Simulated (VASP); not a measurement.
# Ag in VASP: single point with PBE

Aim: the single point of Ag with PBE.

Program: VASP 6.6.1. These are calculated values, not measurements. Logs are shortened: lines on timing, memory, paths and dates and some standing lists are left out, and cuts for length are marked.

### 1 The cell of the first run

The cell holds a wire or tube with vacuum around it, 15 atoms: a = 17.800 Å, b = 19.700 Å, c = 2.932 Å, α = 90.00°, β = 90.00°, γ = 90.00°.

### 2 Single point, PBE

Contents of INCAR:

```
SYSTEM = Ag
  PREC = Accurate
  ENCUT = 520
  EDIFF = 1E-6
  ISMEAR = 0
  SIGMA = 0.05
  LREAL = Auto
  LASPH = .True.
  NELM = 100
  ALGO = Normal
  ISIF = 2
  LWAVE = .False.
  LCHARG = .False.
  GGA = PE
  NBANDS = 96
```

Contents of KPOINTS:

```
Automatic mesh
0
Gamma
  1 1 18
  0 0 0
```

Contents of POSCAR:

```
Ag
1.0
   17.8000000000      0.0000000000      0.0000000000
    0.0000000000     19.7000000000      0.0000000000
    0.0000000000      0.0000000000      2.9324981650
Ag
15
Direct
    0.2528793681      0.5526291710      1.0000000000
    0.5823735440      0.7631458551      0.0000000000
    0.5823735440      0.5526291710      0.0000000000
    0.5823735440      0.3421124869      0.0000000000
    0.5000000000      0.6578875131      0.5000000000
    0.5000000000      0.4473708290      0.5000000000
    0.5000000000      0.2368541449      0.5000000000
    0.3352529121      0.6578875131      0.5000000000
    0.3352529121      0.4473708290      0.5000000000
    0.6647470879      0.6578875131      0.5000000000
    0.6647470879      0.4473708290      0.5000000000
    0.4176264560      0.7631458551      1.0000000000
    0.4176264560      0.5526291710      1.0000000000
    0.4176264560      0.3421124869      1.0000000000
    0.7471206319      0.5526291710      0.0000000000
```

Potentials or basis: VASP PAW PBE potentials, release 64 (Ag).

Command:

```sh
cat potpaw_PBE.64/Ag/POTCAR > POTCAR
mpirun -np 1 vasp_std > vasp.out
```

OUTCAR:

```text
SYSTEM = Ag
   PREC = Accurate
   ENCUT = 520
   EDIFF = 1E-6
   ISMEAR = 0
   LREAL = Auto
   LASPH = .True.
   NELM = 100
   ISIF = 2
   GGA = PE

 ion  position               nearest neighbor table
   1  0.253  0.553  0.000-  13 2.93   9 2.93   9 2.93   8 2.93   8 2.93
   2  0.582  0.763  0.000-  10 2.93  10 2.93   5 2.93   5 2.93  12 2.93
   3  0.582  0.553  0.000-  11 2.93  11 2.93  15 2.93   6 2.93   6 2.93  10 2.93  10 2.93   5 2.93
                             5 2.93  13 2.93
   4  0.582  0.342  0.000-   7 2.93   7 2.93  11 2.93  11 2.93   6 2.93   6 2.93  14 2.93
   5  0.500  0.658  0.500-   8 2.93  10 2.93   2 2.93  12 2.93   2 2.93  12 2.93   3 2.93   3 2.93
                            13 2.93  13 2.93
   6  0.500  0.447  0.500-   9 2.93  11 2.93   3 2.93  13 2.93   3 2.93  13 2.93   4 2.93   4 2.93
                            14 2.93  14 2.93
   7  0.500  0.237  0.500-   4 2.93  14 2.93   4 2.93  14 2.93
   8  0.335  0.658  0.500-  12 2.93  12 2.93   5 2.93  13 2.93  13 2.93   1 2.93   1 2.93
   9  0.335  0.447  0.500-  13 2.93  13 2.93   6 2.93   1 2.93   1 2.93  14 2.93  14 2.93
  10  0.665  0.658  0.500-   2 2.93   2 2.93   5 2.93   3 2.93   3 2.93  15 2.93  15 2.93
  11  0.665  0.447  0.500-   3 2.93   3 2.93   6 2.93  15 2.93  15 2.93   4 2.93   4 2.93
  12  0.418  0.763  0.000-   8 2.93   8 2.93   5 2.93   5 2.93   2 2.93
  13  0.418  0.553  0.000-   9 2.93   9 2.93   1 2.93   6 2.93   6 2.93   8 2.93   8 2.93   5 2.93
                             5 2.93   3 2.93
  14  0.418  0.342  0.000-   7 2.93   7 2.93   9 2.93   9 2.93   6 2.93   6 2.93   4 2.93
  15  0.747  0.553  0.000-   3 2.93  11 2.93  11 2.93  10 2.93  10 2.93

  LATTYP: Found a simple orthorhombic cell.
 ALAT       =     2.9324981650
 B/A-ratio  =     6.0699100216
 C/A-ratio  =     6.7178217655

  Lattice vectors:

 A1 = (   0.0000000000,   0.0000000000,   2.9324981650)
 A2 = (  17.8000000000,   0.0000000000,   0.0000000000)
 A3 = (   0.0000000000,  19.7000000000,   0.0000000000)

Analysis of symmetry for initial positions (statically):
=====================================================================
 Subroutine PRICEL returns:
 Original cell was already a primitive cell.

 Routine SETGRP: Setting up the symmetry group for a
 simple orthorhombic supercell.

 Subroutine GETGRP returns: Found  4 space group operations
 (whereof  4 operations were pure point group operations)
 out of a pool of  8 trial point group operations.

The static configuration has the point symmetry C_2v.

Analysis of symmetry for dynamics (positions and initial velocities):
=====================================================================
 Subroutine PRICEL returns:
 Original cell was already a primitive cell.

 Routine SETGRP: Setting up the symmetry group for a
 simple orthorhombic supercell.

 Subroutine GETGRP returns: Found  4 space group operations
 (whereof  4 operations were pure point group operations)
 out of a pool of  8 trial point group operations.

The dynamic configuration has the point symmetry C_2v.

 Subroutine INISYM returns: Found  4 space group operations
 (whereof  4 operations are pure point group operations),
 and found     1 'primitive' translations

----------------------------------------------------------------------------------------

                                     Primitive cell

  volume of cell :    1028.3098

  direct lattice vectors                    reciprocal lattice vectors
    17.800000000  0.000000000  0.000000000     0.056179775  0.000000000  0.000000000
     0.000000000 19.700000000  0.000000000     0.000000000  0.050761421  0.000000000
     0.000000000  0.000000000  2.932498165     0.000000000  0.000000000  0.341006181

  length of vectors
    17.800000000 19.700000000  2.932498165     0.056179775  0.050761421  0.341006181

  position of ions in fractional coordinates (direct lattice)
     0.252879368  0.552629171  0.000000000
     0.582373544  0.763145855  0.000000000
     0.582373544  0.552629171  0.000000000
     0.582373544  0.342112487  0.000000000
     0.500000000  0.657887513  0.500000000
     0.500000000  0.447370829  0.500000000
     0.500000000  0.236854145  0.500000000
     0.335252912  0.657887513  0.500000000
     0.335252912  0.447370829  0.500000000
     0.664747088  0.657887513  0.500000000
     0.664747088  0.447370829  0.500000000
     0.417626456  0.763145855  0.000000000
[... 34 lines left out ...]
     0.000000000  0.050761421  0.000000000     0.000000000  1.000000000  0.000000000
     0.000000000  0.000000000  0.018944788     0.000000000  0.000000000  0.055555556

  Length of vectors
     0.056179775  0.050761421  0.018944788

  Shift w.r.t. Gamma in fractional coordinates (k-lattice)
     0.000000000  0.000000000  0.000000000

 Subroutine IBZKPT returns following result:
 ===========================================

 Found     10 irreducible k-points:

 Following reciprocal coordinates:
            Coordinates               Weight
  0.000000  0.000000  0.000000      1.000000
  0.000000  0.000000  0.055556      2.000000
  0.000000  0.000000  0.111111      2.000000
  0.000000  0.000000  0.166667      2.000000
  0.000000  0.000000  0.222222      2.000000
  0.000000  0.000000  0.277778      2.000000
  0.000000  0.000000  0.333333      2.000000
  0.000000  0.000000  0.388889      2.000000
  0.000000  0.000000  0.444444      2.000000
  0.000000  0.000000  0.500000      1.000000
   k-points           NKPTS =     10   k-points in BZ     NKDIM =     10   number of bands    NBANDS=     96
   number of dos      NEDOS =    301   number of ions     NIONS =     15
   total plane-waves  NPLWV = 504000
   dimension x,y,z NGX =   140 NGY =  150 NGZ =   24
   dimension x,y,z NGXF=   280 NGYF=  300 NGZF=   48
   ions per type =              15
   NGX,Y,Z   is equivalent  to a cutoff of  13.08, 12.66, 13.61 a.u.
   NGXF,Y,Z  is equivalent  to a cutoff of  26.15, 25.32, 27.21 a.u.
 SYSTEM =  Ag
   PREC   = accura    normal or accurate (medium, high low for compatibility)
   ISTART =      0    job   : 0-new  1-cont  2-samecut
   ICHARG =      2    charge: 1-file 2-atom 10-const
   ISPIN  =      1    spin polarized calculation?
   LNONCOLLINEAR =      F non collinear calculations
   LSORBIT =      F    spin-orbit coupling
   LASPH  =      T    aspherical Exc in radial PAW
   ENCUT  =  520.0 eV  38.22 Ry    6.18 a.u.  33.10 36.63  5.45*2*pi/ulx,y,z
   NELM   =    100;   NELMIN=  2; NELMDL= -5     # of ELM steps
   EDIFF  = 0.1E-05   stopping-criterion for ELM
   LREAL  =      T    real-space projection
   EDIFFG = 0.1E-04   stopping-criterion for IOM
   NSW    =      0    number of steps for IOM
[... 5 lines left out ...]
   TEBEG  =    0.0;   TEEND  =   0.0 temperature during run
   PSTRESS=    0.0 pullay stress
   NELECT =     165.0000    total number of electrons
   NUPDOWN=      -1.0000    fix difference up-down
   EMIN   =  10.00;   EMAX   =-10.00  energy-range for DOS
   EFERMI =   0.00;   METHOD = LEGACY
   ISMEAR =     0;   SIGMA  =   0.05  broadening in eV -4-tet -1-fermi 0-gaus
   EFERMI_NEDOS =   21; number of points for ismear=-14 and -15
   IALGO  =     38    algorithm
   IMIX   =      4    mixing-type and parameters
     AMIX     =   0.40;   BMIX     =  1.00
     AMIX_MAG =   1.60;   BMIX_MAG =  1.00
  volume/ion in A,a.u.               =      68.55       462.63
  Fermi-wavevector in a.u.,A,eV,Ry     =   0.889600  1.681100 10.767492  0.791388
  Thomas-Fermi vector in A             =   2.011182
   LORBIT       =      0    0 simple, 1 ext, 2 COOP (PROOUT), +10 PAW based schemes
   GGA     = PE    functional components
   LHFCALC =     F    Hartree Fock is set to
   AEXX    =    0.0000 exact exchange contribution
   IVDW    =     0    specifies the selected vdW correction
   LEPSILON=     F    determine dielectric tensor
   LRPA    =     F    only Hartree local field effects (RPA)
 non-spin polarized calculation
 Gauss-broadening in eV      SIGMA  =   0.05
  energy-cutoff  :      520.00
  volume of cell :     1028.31
 maximum number of plane-waves:     27807
 NGX is ok and might be reduce to   140
   NGX = 67   NGY = 73   NGZ = 11

 number of electron     164.9999991 magnetization

 Free energy of the ion-electron system (eV)
  ---------------------------------------------------
  ext. energy  EPLUGINS =         0.00000000
  ---------------------------------------------------
  free energy    TOTEN  =       -35.34691451 eV

  energy without entropy =      -35.33709682  energy(sigma->0) =      -35.34200566

 E-fermi :  -1.0545     XC(G=0):  -4.0993

 val. band max:       -1.0547663298   @ k =   0.0000   0.0000   0.3889
 cond. band min:      -1.0508288319   @ k =   0.0000   0.0000   0.0000
 fundamental gap:      0.0039374979
 Fermi energy:        -1.0545266357

 k-point     1 :       0.0000    0.0000    0.0000
  band No.  band energies     occupation
      1      -7.8268      2.00000
      2      -7.1022      2.00000
      3      -7.0030      2.00000
      4      -6.9743      2.00000
      5      -6.8602      2.00000
      6      -6.7894      2.00000
[... 959 lines left out ...]
     93       3.0167      0.00000
     94       3.5012      0.00000
 [bands above 94 left out]

------------------------ aborting loop because EDIFF is reached ----------------------------------------

  FORCE on cell =-STRESS in cart. coord.  units (eV):
  Direction    XX          YY          ZZ          XY          YZ          ZX
  --------------------------------------------------------------------------------------
  -------------------------------------------------------------------------------------
  Total       -3.7728187     -4.2530751     -7.0704164      0.0000000      0.0000000      0.0000000
  in kB       -5.8783108     -6.6265831    -11.0161945      0.0000000      0.0000000      0.0000000
  external PRESSURE =      -7.8403628 kB  Pullay stress =       0.0000000 kB

 VOLUME and BASIS-vectors are now :
 -----------------------------------------------------------------------------
  energy-cutoff  :      520.00
  volume of cell :     1028.31
      direct lattice vectors                 reciprocal lattice vectors
    17.800000000  0.000000000  0.000000000     0.056179775  0.000000000  0.000000000
     0.000000000 19.700000000  0.000000000     0.000000000  0.050761421  0.000000000
     0.000000000  0.000000000  2.932498165     0.000000000  0.000000000  0.341006181

 POSITION                                       TOTAL-FORCE (eV/Angst)
 -----------------------------------------------------------------------------------
      4.50125     10.88679      0.00000         0.325106      0.009566     -0.000000
     10.36625     15.03397      0.00000        -0.102592     -0.272840      0.000000
     10.36625     10.88679      0.00000        -0.041200      0.008041      0.000000
     10.36625      6.73962      0.00000         0.019637      0.023010      0.000000
      8.90000     12.96038      1.46625         0.000000      0.155343      0.000000
      8.90000      8.81321      1.46625         0.000000      0.038919      0.000000
      8.90000      4.66603      1.46625         0.000000      0.331067      0.000000
      5.96750     12.96038      1.46625         0.010433      0.006123      0.000000
      5.96750      8.81321      1.46625         0.067432     -0.036565      0.000000
     11.83250     12.96038      1.46625        -0.010433      0.006123      0.000000
     11.83250      8.81321      1.46625        -0.067432     -0.036565     -0.000000
      7.43375     15.03397      0.00000         0.102592     -0.272840     -0.000000
      7.43375     10.88679      0.00000         0.041200      0.008041      0.000000
      7.43375      6.73962      0.00000        -0.019637      0.023010      0.000000
     13.29875     10.88679      0.00000        -0.325106      0.009566      0.000000
 -----------------------------------------------------------------------------------
    total drift:                                0.000000     -0.005142     -0.000001

  FREE ENERGIE OF THE ION-ELECTRON SYSTEM (eV)
  ---------------------------------------------------
  free  energy   TOTEN  =       -35.3469145113 eV

  energy  without entropy=      -35.3370968163  energy(sigma->0) =      -35.34200566
```

It took 16 min on 1 thread of Intel Xeon 6975P-C (Granite Rapids), shared host; peak memory 1.2 GiB.

Results:

```
Free energy            : -35.3469 eV
Largest force          : 0.331 eV/Å
Band gap on the k mesh : zero (an odd number of electrons rules out a gap without spin polarisation)
```

Forces on the atoms (eV/Å):
```
Ag   0.325  0.010  0.000
Ag  -0.103 -0.273  0.000
Ag  -0.041  0.008  0.000
Ag   0.020  0.023  0.000
Ag   0.000  0.155  0.000
Ag   0.000  0.039  0.000
Ag   0.000  0.331  0.000
Ag   0.010  0.006  0.000
Ag   0.067 -0.037  0.000
Ag  -0.010  0.006  0.000
Ag  -0.067 -0.037  0.000
Ag   0.103 -0.273  0.000
Ag   0.041  0.008  0.000
Ag  -0.020  0.023  0.000
Ag  -0.325  0.010  0.000
```
